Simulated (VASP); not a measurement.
# K2S (Fm-3m) in VASP: vibrations by perturbation theory with PBE

Aim: the vibrations by perturbation theory of K2S with PBE.

Program: VASP 6.6.1. These are calculated values, not measurements. Logs are shortened: lines on timing, memory, paths and dates and some standing lists are left out, and cuts for length are marked.

## (1) The cell of the first run

It takes space group Fm-3m (No. 225, cubic). Conventional cell: a = 7.463 Å, b = 7.463 Å, c = 7.463 Å, α = 90.00°, β = 90.00°, γ = 90.00°. K (site symmetry -43m) has 4 S at 3.23 Å and 6 K at 3.73 Å within 4.3 Å. S (site symmetry m-3m) has 8 K at 3.23 Å within 4.3 Å.

## (2) Vibrations by perturbation theory, PBE

Contents of INCAR:

```
SYSTEM = K2S
  PREC = Accurate
  ENCUT = 500
  EDIFF = 1E-8
  ISMEAR = 0
  SIGMA = 0.01
  LREAL = .FALSE.
  LASPH = .TRUE.
  NELM = 120
  ALGO = Normal
  ISIF = 2
  LWAVE = .FALSE.
  LCHARG = .FALSE.
  GGA = PE
  IBRION = 8
  NSW = 1
  LEPSILON = .TRUE.
  GGA_COMPAT = .FALSE.
```

Contents of KPOINTS:

```
regular mesh
0
G
  6 6 6
  0 0 0
```

Contents of POSCAR:

```
K2S
1.0
    0.0000000000      3.7314281163      3.7314281163
    3.7314281163      0.0000000000      3.7314281163
    3.7314281163      3.7314281163      0.0000000000
K S
2 1
Direct
    0.2500000000      0.2500000000      0.2500000000
    0.7500000000      0.7500000000      0.7500000000
    0.5000000000      0.5000000000      0.5000000000
```

Potentials or basis: VASP PAW PBE potentials, release 64 (K_sv, S).

Run with:

```sh
> cat potpaw_PBE.64/K_sv/POTCAR potpaw_PBE.64/S/POTCAR > POTCAR
> mpirun -np 1 vasp_std > vasp.out
```

OUTCAR:

```text
SYSTEM = K2S
   PREC = Accurate
   ENCUT = 500
   EDIFF = 1E-8
   ISMEAR = 0
   LREAL = .FALSE.
   LASPH = .TRUE.
   NELM = 120
   ISIF = 2
   GGA = PE
   IBRION = 8
   NSW = 1
   LEPSILON = .TRUE.

 ion  position               nearest neighbor table
   1  0.250  0.250  0.250-   3 3.23   3 3.23   3 3.23   3 3.23   2 3.73   2 3.73   2 3.73   2 3.73
                             2 3.73   2 3.73
   2  0.750  0.750  0.750-   3 3.23   3 3.23   3 3.23   3 3.23   1 3.73   1 3.73   1 3.73   1 3.73
                             1 3.73   1 3.73
   3  0.500  0.500  0.500-   1 3.23   1 3.23   1 3.23   1 3.23   2 3.23   2 3.23   2 3.23   2 3.23

  LATTYP: Found a face centered cubic cell.
 ALAT       =     7.4628562326

  Lattice vectors:

 A1 = (   0.0000000000,   3.7314281163,   3.7314281163)
 A2 = (   3.7314281163,   0.0000000000,   3.7314281163)
 A3 = (   3.7314281163,   3.7314281163,   0.0000000000)

Analysis of symmetry for initial positions (statically):
=====================================================================
 Subroutine PRICEL returns:
 Original cell was already a primitive cell.

 Routine SETGRP: Setting up the symmetry group for a
 face centered cubic supercell.

 Subroutine GETGRP returns: Found 48 space group operations
 (whereof 48 operations were pure point group operations)
 out of a pool of 48 trial point group operations.

The static configuration has the point symmetry O_h .

Analysis of symmetry for dynamics (positions and initial velocities):
=====================================================================
 Subroutine PRICEL returns:
 Original cell was already a primitive cell.

 Routine SETGRP: Setting up the symmetry group for a
 face centered cubic supercell.

 Subroutine GETGRP returns: Found 48 space group operations
 (whereof 48 operations were pure point group operations)
 out of a pool of 48 trial point group operations.

The dynamic configuration has the point symmetry O_h .

 Subroutine INISYM returns: Found 48 space group operations
 (whereof 48 operations are pure point group operations),
 and found     1 'primitive' translations

----------------------------------------------------------------------------------------

                                     Primitive cell

  volume of cell :     103.9095

  direct lattice vectors                    reciprocal lattice vectors
     0.000000000  3.731428116  3.731428116    -0.133996954  0.133996954  0.133996954
     3.731428116  0.000000000  3.731428116     0.133996954 -0.133996954  0.133996954
     3.731428116  3.731428116  0.000000000     0.133996954  0.133996954 -0.133996954

  length of vectors
     5.277036249  5.277036249  5.277036249     0.232089532  0.232089532  0.232089532

  position of ions in fractional coordinates (direct lattice)
     0.250000000  0.250000000  0.250000000
     0.750000000  0.750000000  0.750000000
     0.500000000  0.500000000  0.500000000

  ion indices of the primitive-cell ions
   primitive index   ion index
                 1           1
                 2           2
                 3           3

----------------------------------------------------------------------------------------

 KPOINTS: regular mesh

Automatic generation of k-mesh.
 Grid dimensions read from file:
 generate k-points for:    6    6    6

 Generating k-lattice:

  Cartesian coordinates                     Fractional coordinates (reciprocal lattice)
    -0.022332826  0.022332826  0.022332826     0.166666667  0.000000000  0.000000000
     0.022332826 -0.022332826  0.022332826     0.000000000  0.166666667  0.000000000
     0.022332826  0.022332826 -0.022332826     0.000000000  0.000000000  0.166666667

  Length of vectors
     0.038681589  0.038681589  0.038681589

  Shift w.r.t. Gamma in fractional coordinates (k-lattice)
     0.000000000  0.000000000  0.000000000

[... 415 lines left out ...]
      5.59714      5.59714      5.59714         0.000000      0.000000      0.000000
      3.73143      3.73143      3.73143        -0.000000     -0.000000     -0.000000
 -----------------------------------------------------------------------------------
    total drift:                               -0.000000     -0.000000      0.000000

  FREE ENERGIE OF THE ION-ELECTRON SYSTEM (eV)
  ---------------------------------------------------
  free  energy   TOTEN  =        -9.4207937151 eV

  energy  without entropy=       -9.4207937151  energy(sigma->0) =       -9.42079372

 HEAD OF MICROSCOPIC STATIC DIELECTRIC TENSOR (INDEPENDENT PARTICLE, excluding Hartree and local field effects)
 ------------------------------------------------------
           3.505864    -0.000000     0.000000
          -0.000000     3.505864     0.000000
           0.000000    -0.000000     3.505864
 ------------------------------------------------------

 Free energy of the ion-electron system (eV)
  ---------------------------------------------------
  ---------------------------------------------------
  free energy    TOTEN  =        -0.70856987 eV

  energy without entropy =       -0.70856987

------------------------ aborting loop because EDIFF is reached ----------------------------------------

--------------------------------------- Ionic step        2  -------------------------------------------

------------------------ aborting loop because EDIFF is reached ----------------------------------------

--------------------------------------- Ionic step        3  -------------------------------------------

------------------------ aborting loop because EDIFF is reached ----------------------------------------

 PIEZOELECTRIC TENSOR FIELD DIRECTION 3  (e Angst)
 -----------------------------------------------------------------------------
     0.00117  0.00000  0.00000           ( -0.00000  0.00000  0.00000)
     0.00000  0.00117 -0.00000           (  0.00000 -0.00000 -0.00000)
     0.00000 -0.00000 -0.00139           (  0.00000 -0.00000 -0.00001)

 PIEZOELECTRIC TENSOR FIELD DIRECTION 3  (C/m^2)
 -----------------------------------------------------------------------------
     0.00018  0.00000  0.00000
     0.00000  0.00018 -0.00000
     0.00000 -0.00000 -0.00021

[... ionic steps 4 to 9 ...]

--------------------------------------- Ionic step       10  -------------------------------------------

 Free energy of the ion-electron system (eV)
  ---------------------------------------------------
  ---------------------------------------------------
  free energy    TOTEN  =        -0.11363045 eV

  energy without entropy =       -0.11363045

------------------------ aborting loop because EDIFF is reached ----------------------------------------

 INTERNAL STRAIN TENSOR  FOR ION    3  DIRECTION 1   (eV/Angst):
 -----------------------------------------------------------------------------
    -0.00725  0.00000  0.00000
     0.00000  0.00090  0.00000
     0.00000  0.00000  0.00090

 MACROSCOPIC STATIC DIELECTRIC TENSOR (including local field effects in DFT)
 ------------------------------------------------------
           3.100765     0.000000     0.000000
          -0.000000     3.100765     0.000000
          -0.000000    -0.000000     3.100765
 ------------------------------------------------------

 PIEZOELECTRIC TENSOR (including local field effects)  for field in x, y, z        (e  Angst)
          XX          YY          ZZ          XY          YZ          ZX
  --------------------------------------------------------------------------------
  x     0.00000     0.00000     0.00000     0.00000     0.00000     0.00000
  y     0.00000     0.00000     0.00000     0.00000     0.00000     0.00000
  z     0.00000     0.00000     0.00000     0.00000     0.00000     0.00000

 PIEZOELECTRIC TENSOR (including local field effects)  for field in x, y, z        (C/m^2)
          XX          YY          ZZ          XY          YZ          ZX
  --------------------------------------------------------------------------------
  x     0.00000     0.00000     0.00000     0.00000     0.00000     0.00000
  y     0.00000     0.00000     0.00000     0.00000     0.00000     0.00000
  z     0.00000     0.00000     0.00000     0.00000     0.00000     0.00000

 BORN EFFECTIVE CHARGES (including local field effects) (in |e|, cummulative output)
 ---------------------------------------------------------------------------------
 ion    1
    1     0.97800     0.00000     0.00000
    2    -0.00000     0.97800    -0.00000
    3     0.00000     0.00000     0.97800
 ion    2
    1     0.97800     0.00000     0.00000
    2     0.00000     0.97800    -0.00000
    3     0.00000     0.00000     0.97800
 ion    3
    1    -1.95600    -0.00000     0.00000
    2    -0.00000    -1.95600     0.00000
    3     0.00000     0.00000    -1.95600

 INTERNAL STRAIN TENSOR FOR ION    3 for displacements in x,y,z  (eV/Angst):
          X           Y           Z          XY          YZ          ZX
  --------------------------------------------------------------------------------
  x     0.00000     0.00000     0.00000     0.00000     0.00000     0.00000
  y     0.00000     0.00000     0.00000     0.00000     0.00000     0.00000
  z     0.00000     0.00000     0.00000     0.00000     0.00000     0.00000

 SECOND DERIVATIVES (NOT SYMMETRIZED)
 ------------------------------------
               1X          1Y          1Z          2X          2Y          2Z          3X          3Y          3Z
  1X    -1.605266    0.000000    0.000000    0.582096    0.000000    0.000000    1.023169    0.000000    0.000000
  1Y     0.000000   -1.605266    0.000000    0.000000    0.582096    0.000000    0.000000    1.023169    0.000000
  1Z     0.000000    0.000000   -1.605266    0.000000    0.000000    0.582096    0.000000    0.000000    1.023169
  2X     0.582096    0.000000    0.000000   -1.605266    0.000000    0.000000    1.023169    0.000000    0.000000
  2Y     0.000000    0.582096    0.000000    0.000000   -1.605266    0.000000    0.000000    1.023169    0.000000
  2Z     0.000000    0.000000    0.582096    0.000000    0.000000   -1.605266    0.000000    0.000000    1.023169
  3X     1.026027    0.000000    0.000000    1.026027    0.000000    0.000000   -2.052055    0.000000    0.000000
  3Y     0.000000    1.026027    0.000000    0.000000    1.026027    0.000000    0.000000   -2.052055    0.000000
  3Z     0.000000    0.000000    1.026027    0.000000    0.000000    1.026027    0.000000    0.000000   -2.052055

 Eigenvectors and eigenvalues of the dynamical matrix
 ----------------------------------------------------

   1 f  =    4.694265 THz    29.494934 2PiTHz  156.583809 cm-1    19.413909 meV
             X         Y         Z           dx          dy          dz
      1.865714  1.865714  1.865714     0.000000    0.000000    0.380947
      5.597142  5.597142  5.597142     0.000000    0.000000    0.380947
      3.731428  3.731428  3.731428     0.000000   -0.000000   -0.842472
[... 43 lines left out ...]
   9 f/i=    0.002972 THz     0.018671 2PiTHz    0.099119 cm-1     0.012289 meV
             X         Y         Z           dx          dy          dz
      1.865714  1.865714  1.865714    -0.097288    0.587719   -0.000000
      5.597142  5.597142  5.597142    -0.097288    0.587719    0.000000
      3.731428  3.731428  3.731428    -0.087983    0.531508   -0.000000

--------------------------------------------------------------------------------------------------------

 MACROSCOPIC STATIC DIELECTRIC TENSOR IONIC CONTRIBUTION
 ------------------------------------------------------
           3.249852    -0.000000     0.000000
           0.000000     3.249852     0.000000
           0.000000     0.000000     3.249852
 ------------------------------------------------------

 ELASTIC MODULI CONTR FROM IONIC RELAXATION (kBar)
 Direction    XX          YY          ZZ          XY          YZ          ZX
 --------------------------------------------------------------------------------
 XX          -0.0000     -0.0000     -0.0000     -0.0000     -0.0000     -0.0000
 YY          -0.0000     -0.0000      0.0000     -0.0000     -0.0000      0.0000
 ZZ          -0.0000      0.0000     -0.0000      0.0000     -0.0000     -0.0000
 XY          -0.0000     -0.0000      0.0000    -19.3316     -0.0000     -0.0000
 YZ          -0.0000     -0.0000     -0.0000     -0.0000    -19.3316     -0.0000
 ZX          -0.0000      0.0000     -0.0000     -0.0000     -0.0000    -19.3316
 --------------------------------------------------------------------------------

 PIEZOELECTRIC TENSOR IONIC CONTR  for field in x, y, z        (C/m^2)
          XX          YY          ZZ          XY          YZ          ZX
  --------------------------------------------------------------------------------
  x     0.00000    -0.00000     0.00000    -0.00000     0.00000     0.00000
  y    -0.00000     0.00000    -0.00000     0.00000    -0.00000    -0.00000
  z    -0.00000    -0.00000    -0.00000     0.00000    -0.00000     0.00000
```

Run time: 9.7 min. Hardware: 1 thread of Oxide Virtual Turin-like, shared host; peak memory 0.37 GiB.

What came out:

* Electronic dielectric tensor (diagonal): 3.10
* Born charges (mean of the diagonal): K +0.98; S -1.96 e
* Highest phonon frequency at Γ, LO-TO splitting left out: 157 cm⁻¹

Phonon frequencies in cm⁻¹ (negative: imaginary):
| q point | frequencies |
| --- | --- |
| (0.000, 0.000, 0.000) | 0 0 0 123 123 123 157 157 157 |

Electronic dielectric tensor:
```
3.10 0.00 0.00
0.00 3.10 0.00
0.00 0.00 3.10
```

Born effective charge tensors (e):
atom 1, K
```
0.98 0.00 0.00
0.00 0.98 0.00
0.00 0.00 0.98
```
atom 2, K
```
0.98 0.00 0.00
0.00 0.98 0.00
0.00 0.00 0.98
```
atom 3, S
```
-1.96  0.00  0.00
 0.00 -1.96  0.00
 0.00  0.00 -1.96
```
